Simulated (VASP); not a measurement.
# HfN (Pm-3m) in VASP: a series of runs

Runs on HfN. Level: LDA. Tasks: single point, relaxation of cell and atoms.

All numbers are computed with VASP 6.6.1; they aren't measurements. Logs are shortened: lines on timing, memory, paths and dates and some standing lists are left out, and cuts for length are marked.

## 1. The cell of the first run

The structure is cubic, space group Pm-3m (No. 221). The conventional cell has a = 2.758 Å, b = 2.758 Å, c = 2.758 Å, α = 90.00°, β = 90.00°, γ = 90.00°. Hf (site symmetry m-3m) has 8 N at 2.39 Å and 6 Hf at 2.76 Å within 3.2 Å. N (site symmetry m-3m) has 8 Hf at 2.39 Å and 6 N at 2.76 Å within 3.2 Å.

## 2. Single point, LDA

The input, INCAR:

```
ALGO = Normal ; EDIFF = 1E-6
ENCUT = 520 ; GGA = CA
ISIF = 2 ; ISMEAR = -1
LASPH = T ; LCHARG = F
LREAL = F ; LWAVE = F
NBANDS = 14 ; NELM = 60
PREC = Accurate ; SIGMA = 0.1
```

The input, KPOINTS:

```
k-points
0
Gamma
  15 15 15
```

The input, POSCAR:

```
HfN
1.0
    2.7578781810      0.0000000000      0.0000000000
    0.0000000000      2.7578781810      0.0000000000
    0.0000000000      0.0000000000      2.7578781810
Hf N
1 1
Direct
    0.0000000000      0.0000000000      0.0000000000
    0.5000000000      0.5000000000      0.5000000000
```

Potentials or basis: VASP PAW LDA potentials, release 64 (Hf_pv, N).

The run is started by

```sh
cat potpaw_LDA.64/Hf_pv/POTCAR potpaw_LDA.64/N/POTCAR > POTCAR
mpirun -np 1 vasp_std > vasp.out
```

OUTCAR:

```text
EDIFF = 1E-6
   ENCUT = 520
   GGA = CA
   ISIF = 2
   ISMEAR = -1
   LASPH = T
   LREAL = F
   NELM = 60
   PREC = Accurate

 ion  position               nearest neighbor table
   1  0.000  0.000  0.000-   2 2.39   2 2.39   2 2.39   2 2.39   2 2.39   2 2.39   2 2.39   2 2.39

   2  0.500  0.500  0.500-   1 2.39   1 2.39   1 2.39   1 2.39   1 2.39   1 2.39   1 2.39   1 2.39

  LATTYP: Found a simple cubic cell.
 ALAT       =     2.7578781810

  Lattice vectors:

 A1 = (   2.7578781810,   0.0000000000,   0.0000000000)
 A2 = (   0.0000000000,   2.7578781810,   0.0000000000)
 A3 = (   0.0000000000,   0.0000000000,   2.7578781810)

Analysis of symmetry for initial positions (statically):
=====================================================================
 Subroutine PRICEL returns:
 Original cell was already a primitive cell.

 Routine SETGRP: Setting up the symmetry group for a
 simple cubic supercell.

 Subroutine GETGRP returns: Found 48 space group operations
 (whereof 48 operations were pure point group operations)
 out of a pool of 48 trial point group operations.

The static configuration has the point symmetry O_h .

Analysis of symmetry for dynamics (positions and initial velocities):
=====================================================================
 Subroutine PRICEL returns:
 Original cell was already a primitive cell.

 Routine SETGRP: Setting up the symmetry group for a
 simple cubic supercell.

 Subroutine GETGRP returns: Found 48 space group operations
 (whereof 48 operations were pure point group operations)
 out of a pool of 48 trial point group operations.

The dynamic configuration has the point symmetry O_h .

 Subroutine INISYM returns: Found 48 space group operations
 (whereof 48 operations are pure point group operations),
 and found     1 'primitive' translations

----------------------------------------------------------------------------------------

                                     Primitive cell

  volume of cell :      20.9761

  direct lattice vectors                    reciprocal lattice vectors
     2.757878181  0.000000000  0.000000000     0.362597597  0.000000000  0.000000000
     0.000000000  2.757878181  0.000000000     0.000000000  0.362597597  0.000000000
     0.000000000  0.000000000  2.757878181     0.000000000  0.000000000  0.362597597

  length of vectors
     2.757878181  2.757878181  2.757878181     0.362597597  0.362597597  0.362597597

  position of ions in fractional coordinates (direct lattice)
     0.000000000  0.000000000  0.000000000
     0.500000000  0.500000000  0.500000000

  ion indices of the primitive-cell ions
   primitive index   ion index
                 1           1
                 2           2

----------------------------------------------------------------------------------------

 KPOINTS: k-points

Automatic generation of k-mesh.
 Grid dimensions read from file:
 generate k-points for:   15   15   15

 Generating k-lattice:

  Cartesian coordinates                     Fractional coordinates (reciprocal lattice)
     0.024173173  0.000000000  0.000000000     0.066666667  0.000000000  0.000000000
     0.000000000  0.024173173  0.000000000     0.000000000  0.066666667  0.000000000
     0.000000000  0.000000000  0.024173173     0.000000000  0.000000000  0.066666667

  Length of vectors
     0.024173173  0.024173173  0.024173173

  Shift w.r.t. Gamma in fractional coordinates (k-lattice)
     0.000000000  0.000000000  0.000000000

 Subroutine IBZKPT returns following result:
 ===========================================

 Found    120 irreducible k-points:

 Following reciprocal coordinates:
            Coordinates               Weight
  0.000000  0.000000  0.000000      1.000000
  0.066667  0.000000  0.000000      6.000000
  0.133333  0.000000  0.000000      6.000000
  0.200000  0.000000  0.000000      6.000000
  0.266667  0.000000  0.000000      6.000000
  0.333333  0.000000  0.000000      6.000000
[... 16 lines left out ...]
  0.266667  0.200000  0.000000     24.000000
  0.333333  0.200000  0.000000     24.000000
 [... further k-points ...]
   k-points           NKPTS =    120   k-points in BZ     NKDIM =    120   number of bands    NBANDS=     14
   number of dos      NEDOS =    301   number of ions     NIONS =      2
   total plane-waves  NPLWV =  13824
   dimension x,y,z NGX =    24 NGY =   24 NGZ =   24
   dimension x,y,z NGXF=    48 NGYF=   48 NGZF=   48
   ions per type =               1   1
   NGX,Y,Z   is equivalent  to a cutoff of  14.47, 14.47, 14.47 a.u.
   NGXF,Y,Z  is equivalent  to a cutoff of  28.93, 28.93, 28.93 a.u.
 SYSTEM =  unknown system
   PREC   = accura    normal or accurate (medium, high low for compatibility)
   ISTART =      0    job   : 0-new  1-cont  2-samecut
   ICHARG =      2    charge: 1-file 2-atom 10-const
   ISPIN  =      1    spin polarized calculation?
   LNONCOLLINEAR =      F non collinear calculations
   LSORBIT =      F    spin-orbit coupling
   LASPH  =      T    aspherical Exc in radial PAW
   ENCUT  =  520.0 eV  38.22 Ry    6.18 a.u.   5.13  5.13  5.13*2*pi/ulx,y,z
   NELM   =     60;   NELMIN=  2; NELMDL= -5     # of ELM steps
   EDIFF  = 0.1E-05   stopping-criterion for ELM
   LREAL  =      F    real-space projection
   EDIFFG = 0.1E-04   stopping-criterion for IOM
   NSW    =      0    number of steps for IOM
   IBRION =     -1    ionic relax: 0-MD 1-quasi-New 2-CG
   NFREE  =      0    steps in history (QN), initial steepest desc. (CG)
   ISIF   =      2    stress and relaxation
   ISYM   =      2    0-nonsym 1-usesym 2-fastsym
   POTIM  = 0.5000    time-step for ionic-motion
   TEBEG  =    0.0;   TEEND  =   0.0 temperature during run
   PSTRESS=    0.0 pullay stress
   NELECT =      15.0000    total number of electrons
   NUPDOWN=      -1.0000    fix difference up-down
   EMIN   =  10.00;   EMAX   =-10.00  energy-range for DOS
   EFERMI =   0.00;   METHOD = LEGACY
   ISMEAR =    -1;   SIGMA  =   0.10  broadening in eV -4-tet -1-fermi 0-gaus
   EFERMI_NEDOS =   21; number of points for ismear=-14 and -15
   IALGO  =     38    algorithm
   IMIX   =      4    mixing-type and parameters
     AMIX     =   0.40;   BMIX     =  1.00
     AMIX_MAG =   1.60;   BMIX_MAG =  1.00
  volume/ion in A,a.u.               =      10.49        70.78
  Fermi-wavevector in a.u.,A,eV,Ry     =   1.463963  2.766489 29.159848  2.143188
  Thomas-Fermi vector in A             =   2.579996
   LORBIT       =      0    0 simple, 1 ext, 2 COOP (PROOUT), +10 PAW based schemes
   GGA     = CA    functional components
   LHFCALC =     F    Hartree Fock is set to
   AEXX    =    0.0000 exact exchange contribution
   IVDW    =     0    specifies the selected vdW correction
   LEPSILON=     F    determine dielectric tensor
   LRPA    =     F    only Hartree local field effects (RPA)
 non-spin polarized calculation
  energy-cutoff  :      520.00
  volume of cell :       20.98
 maximum number of plane-waves:       587
 NGX is ok and might be reduce to    24
   NGX = 11   NGY = 11   NGZ = 11

 number of electron      15.0000002 magnetization

 Free energy of the ion-electron system (eV)
  ---------------------------------------------------
  ext. energy  EPLUGINS =         0.00000000
  ---------------------------------------------------
  free energy    TOTEN  =       -21.93683400 eV

  energy without entropy =      -21.90758871  energy(sigma->0) =      -21.92221136

 E-fermi :   7.8988     XC(G=0): -13.5646

 val. band max:        7.8985154829   @ k =   0.1333   0.0667   0.0667
 cond. band min:       7.9486559889   @ k =   0.4000   0.2667   0.0667
 fundamental gap:      0.0501405059
 Fermi energy:         7.8987874068

 k-point     1 :       0.0000    0.0000    0.0000
  band No.  band energies     occupation
      1     -21.7841      2.00000
      2     -21.7841      2.00000
      3     -21.7841      2.00000
      4      -8.4132      2.00000
      5       5.2374      2.00000
      6       5.2374      2.00000
      7       6.9039      1.99990
      8       6.9039      1.99990
      9       6.9039      1.99990
     10      12.4119      0.00000
     11      14.7417      0.00000
     12      14.7417      0.00000
     13      14.7417      0.00000
     14      20.3501      0.00000

 k-point     2 :       0.0667    0.0000    0.0000
  band No.  band energies     occupation
      1     -21.8680      2.00000
      2     -21.7768      2.00000
      3     -21.7768      2.00000
      4      -8.3102      2.00000
      5       5.0568      2.00000
      6       5.2855      2.00000
      7       6.8197      1.99996
      8       6.8197      1.99996
      9       6.9936      1.99977
     10      12.7053      0.00000
     11      14.7612      0.00000
     12      14.7612      0.00000
     13      14.7693      0.00000
     14      20.3501      0.00000

 k-point     3 :       0.1333    0.0000    0.0000
  band No.  band energies     occupation
      1     -22.0988      2.00000
      2     -21.7562      2.00000
      3     -21.7562      2.00000
      4      -8.0173      2.00000
      5       4.4009      2.00000
      6       5.4250      2.00000
      7       6.5849      2.00000
      8       6.5849      2.00000
      9       7.5261      1.95297
     10      13.4236      0.00000
     11      14.8258      0.00000
     12      14.8258      0.00000
     13      14.8484      0.00000
     14      20.3501      0.00000
[... 324 lines left out ...]
 k-point    23 :       0.2667    0.2000    0.0000
  band No.  band energies     occupation
      1     -22.6897      2.00000
      2     -22.2818      2.00000
      3     -21.6364      2.00000
      4      -6.6368      2.00000
      5       2.4514      2.00000
      6       4.5035      2.00000
      7       6.0160      2.00000
      8       7.4572      1.97612
      9      10.8677      0.00000
     10      12.8521      0.00000
     11      12.9618      0.00000
     12      15.6554      0.00000
     13      17.1323      0.00000
     14      20.3535      0.00000

 k-point    24 :       0.3333    0.2000    0.0000
  band No.  band energies     occupation
      1     -22.9960      2.00000
      2     -22.2382      2.00000
      3     -21.6041      2.00000
      4      -6.2945      2.00000
      5       1.8088      2.00000
      6       4.5208      2.00000
      7       5.8788      2.00000
      8       7.5039      1.96217
      9      12.1461      0.00000
     10      12.9357      0.00000
     11      13.0047      0.00000
     12      15.2585      0.00000
     13      17.5474      0.00000
     14      20.3544      0.00000

 [... further k-points ...]

------------------------ aborting loop because EDIFF is reached ----------------------------------------

  FORCE on cell =-STRESS in cart. coord.  units (eV):
  Direction    XX          YY          ZZ          XY          YZ          ZX
  --------------------------------------------------------------------------------------
  -------------------------------------------------------------------------------------
  Total        0.1063558      0.1063558      0.1063558     -0.0000000     -0.0000000     -0.0000000
  in kB        8.1235624      8.1235624      8.1235624     -0.0000000     -0.0000000     -0.0000000
  external PRESSURE =       8.1235624 kB  Pullay stress =       0.0000000 kB

 VOLUME and BASIS-vectors are now :
 -----------------------------------------------------------------------------
  energy-cutoff  :      520.00
  volume of cell :       20.98
      direct lattice vectors                 reciprocal lattice vectors
     2.757878181  0.000000000  0.000000000     0.362597597  0.000000000  0.000000000
     0.000000000  2.757878181  0.000000000     0.000000000  0.362597597  0.000000000
     0.000000000  0.000000000  2.757878181     0.000000000  0.000000000  0.362597597

 POSITION                                       TOTAL-FORCE (eV/Angst)
 -----------------------------------------------------------------------------------
      0.00000      0.00000      0.00000         0.000000      0.000000      0.000000
      1.37894      1.37894      1.37894         0.000000      0.000000      0.000000
 -----------------------------------------------------------------------------------
    total drift:                                0.000000      0.000000     -0.000000

  FREE ENERGIE OF THE ION-ELECTRON SYSTEM (eV)
  ---------------------------------------------------
  free  energy   TOTEN  =       -21.9368339979 eV

  energy  without entropy=      -21.9075887143  energy(sigma->0) =      -21.92221136
```

It took 16 s on 1 thread of AMD EPYC 9R45 (Zen 5), shared host; peak memory 0.12 GiB.

Results:

* Free energy: -21.9368 eV
* Pressure: 0.8 GPa

Caveat: spin-orbit coupling is left out, which moves the levels of the heavy elements.

## 3. Single point, LDA

This run uses another cell than the first one, of 10.59 Å³/atom, 1.010 times its volume.

The input, INCAR:

```
PREC = Accurate
ENCUT = 520
EDIFF = 1E-7
ISMEAR = -1
SIGMA = 0.1
LREAL = F
LASPH = T
NELM = 60
ALGO = Normal
ISIF = 2
LWAVE = F
LCHARG = T
LELF = T
LVHAR = T
NBANDS = 14
```

The input, KPOINTS:

```
regular mesh
0
Gamma
  15 15 15
```

The input, POSCAR:

```
HfN
1.0
    2.7671328752      0.0000000000      0.0000000000
    0.0000000000      2.7671328752      0.0000000000
    0.0000000000      0.0000000000      2.7671328752
Hf N
1 1
Direct
    0.0000000000      0.0000000000      0.0000000000
    0.5000000000      0.5000000000      0.5000000000
```

Potentials or basis: VASP PAW LDA potentials, release 64 (Hf_pv, N).

The run is started by

```sh
cat potpaw_LDA.64/Hf_pv/POTCAR potpaw_LDA.64/N/POTCAR > POTCAR
mpirun -np 1 vasp_std > vasp.out
```

Run time: 18 s. Hardware: 1 thread of AMD EPYC 9R45 (Zen 5), shared host; peak memory 0.13 GiB.

Results (log left out):

```
Free energy : -21.9362 eV
Pressure    : -1.9 GPa
```

Levels at points of the mesh, in eV from the Fermi level:
```tsv
k point	band 6	band 7	band 8	band 9	band 10	band 11
(0.00, 0.00, 0.00)	-2.62	-0.99	-0.99	-0.99	4.37	6.77
```

Caveat: spin-orbit coupling is left out, which moves the levels of the heavy elements.

## 4. Single point, LDA

This run uses another cell than the first one, of 10.59 Å³/atom, 1.010 times its volume.

The input, INCAR:

```
ALGO = Normal
EDIFF = 1E-6
ENCUT = 520
GGA = CA
ISIF = 2
ISMEAR = -1
LASPH = True
LCHARG = True
LELF = True
LREAL = False
LVHAR = True
LWAVE = False
NBANDS = 14
NELM = 60
PREC = Accurate
SIGMA = 0.1
```

The input, KPOINTS:

```
k-points
0
Gamma
  15 15 15
```

POSCAR is that of step 3.

The run is started by

```sh
cat potpaw_LDA.64/Hf_pv/POTCAR potpaw_LDA.64/N/POTCAR > POTCAR
mpirun -np 1 vasp_std > vasp.out
```

It took 20 s on 1 thread of AMD EPYC 9R45 (Zen 5), shared host; peak memory 0.13 GiB.

The run converged. Its results:

| Quantity | Value |
| --- | --- |
| Free energy | -21.9362 eV |
| Pressure | -2.0 GPa |

Levels at points of the mesh, in eV from the Fermi level:
```tsv
k point	band 5	band 6	band 7	band 8	band 9	band 10	band 11	band 12
(0.00, 0.00, 0.00)	-2.62	-2.62	-0.99	-0.99	-0.99	4.37	6.77	6.77
```

Caveat: spin-orbit coupling is left out, which moves the levels of the heavy elements.

(Continued in part 2 of 2.)
